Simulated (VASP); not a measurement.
A run of VASP 6.6.1 is set up as follows.

The input INCAR:

```
PREC = Accurate ; ENCUT = 600
EDIFF = 1E-6 ; ISMEAR = 0
SIGMA = 0.1 ; LREAL = F
LASPH = T ; NELM = 120
ALGO = Normal ; ISIF = 2
LWAVE = F ; LCHARG = F
GGA = PE ; NBANDS = 35
GGA_COMPAT = F
```

Contents of KPOINTS:

```
regular mesh
0
Gamma
  6 6 4
```

File POSCAR:

```
PbO2
1.0
    3.9241041315      0.0000000000      0.0000000000
    0.0000000000      3.6833992711      0.0000000000
   -0.9332591705      0.0000000000      5.7353501034
Pb O
2 4
Direct
    0.1928005219      0.2500000000      0.2624589753
    0.8071994781      0.7500000000      0.7375410247
    0.7388658762      0.2500000000      0.4372391162
    0.7492851076      0.2500000000      0.9258571536
    0.2611341238      0.7500000000      0.5627608838
    0.2507148924      0.7500000000      0.0741428464
```

Potentials or basis: VASP PAW PBE potentials, release 64 (Pb_d, O).

Launch:

```bash
$ cat potpaw_PBE.64/Pb_d/POTCAR potpaw_PBE.64/O/POTCAR > POTCAR
$ mpirun -np 1 vasp_std > vasp.out
```

Task: Estimate the pressure.

Result: 0.1 GPa.

Task: Estimate the band gap on the k mesh.

Result: Zero (bands 26 and 27 overlap by 0.04 eV).

Task: Estimate the largest force.

Result: 0.027 eV/Å.

Forces in eV/Å, atoms in the order of the input:
```
Pb   0.001  0.000  0.011
Pb  -0.001  0.000 -0.011
O   -0.004  0.000  0.022
O   -0.015  0.000  0.023
O    0.004  0.000 -0.022
O    0.015  0.000 -0.023
```

Caveat: semilocal functionals underestimate gaps, so a narrow gap can read as zero; spin-orbit coupling is left out, which moves the levels of the heavy elements.
